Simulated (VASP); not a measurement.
## C: single point with PBE

The system is C.

```
C
1.0
     0.00000    1.87502    1.69645
     1.87502    0.00000    1.69645
     1.87502    1.87502    0.00000
C
2
Direct
  0.50000 0.50000 0.50000
  0.75000 0.75000 0.75000
```

This cell differs from its parent crystal: strain +0.050 along x and y, -0.050 along z.

```json
{"Program": "VASP 6.6.1", "Task": "single point", "Functional": "PBE", "Potentials or basis": "VASP PAW PBE potentials, release 64 (C)", "Cutoff": "520 eV", "k mesh": "12 × 12 × 12", "Occupations": "gaussian, width 0.05 eV", "Spin": "no spin polarisation"}
```

```
Pressure               : -17.6 GPa
Band gap on the k mesh : 1.70 eV, indirect (least direct gap 3.87 eV)
```

Stress tensor (GPa, compression positive):
```
-43.90   0.00   0.00
  0.00 -43.90   0.00
  0.00   0.00  35.02
```

Levels at points of the mesh, in eV from the valence-band top:
```tsv
k point	band 2	band 3	band 4	band 5	band 6	band 7
(0.00, 0.00, 0.00)	-1.30	-1.30	0.00	3.87	5.08	5.08
(0.50, 0.00, 0.00)	-13.67	-4.31	-2.76	5.81	6.98	9.13
(0.50, 0.50, 0.00)	-12.27	-7.75	-7.75	2.34	2.34	15.44
(0.50, 0.00, 0.50)	-13.75	-6.32	-6.32	4.61	4.61	14.57
```

It took 6.8 s on 1 thread of Intel(R) Xeon(R) 6975P-C (Granite Rapids), with other jobs on the host, peak memory 0.13 GiB.

Caveat: the cell differs from its parent crystal (strain +0.050 along x and y, -0.050 along z). A k mesh can miss the band edges.
